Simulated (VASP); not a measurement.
Write the native input for VASP 6.6.1 that does the following.

| Item | Value |
| --- | --- |
| Task | single point |
| Functional | PBE |
| Potentials or basis | VASP PAW PBE potentials, release 64 (Al) |
| Cutoff | 520 eV |
| k mesh | 13 × 13 × 4 |
| Occupations | fermi-dirac, width 0.1 eV |
| Spin | no spin polarisation |
| Dipole correction | no |
| Further INCAR settings | ALGO = Normal; EDIFF = 1e-06; NBANDS = 14 |

The structure of Al lies in POSCAR:

```
Al
1.0
    2.7392714305      0.0000000000      0.0000000000
   -1.3696357152      2.3722786467      0.0000000000
    0.0000000000      0.0000000000      8.9735112819
Al
4
Direct
    0.0000000000      0.0000000000      0.0000000000
    0.0000000000      0.0000000000      0.5000000000
    0.3333333333      0.6666666667      0.2500000000
    0.6666666667      0.3333333333      0.7500000000
```

The input as run:

INCAR

```
PREC = Accurate
ENCUT = 520
EDIFF = 1E-6
ISMEAR = -1
SIGMA = 0.1
LREAL = F
LASPH = T
NELM = 80
ALGO = Normal
ISIF = 2
LWAVE = F
LCHARG = T
GGA = PE
LELF = T
LVHAR = T
NBANDS = 14
```

KPOINTS

```
regular mesh
0
Gamma
  13 13 4
```

Potentials or basis: VASP PAW PBE potentials, release 64 (Al).

Launch:

```bash
$ cat potpaw_PBE.64/Al/POTCAR > POTCAR
$ mpirun -np 1 vasp_std > vasp.out
```

It gave:

```yaml
Pressure: 13.0 GPa
Band_gap_on_the_k_mesh: zero (band 6 reaches 13.37 eV, above the bottom of band 7 at 7.97 eV)
```

Wall time 14 s on 1 thread of Intel(R) Xeon(R) 6975P-C (Granite Rapids), with other jobs on the host, peak memory 0.18 GiB.
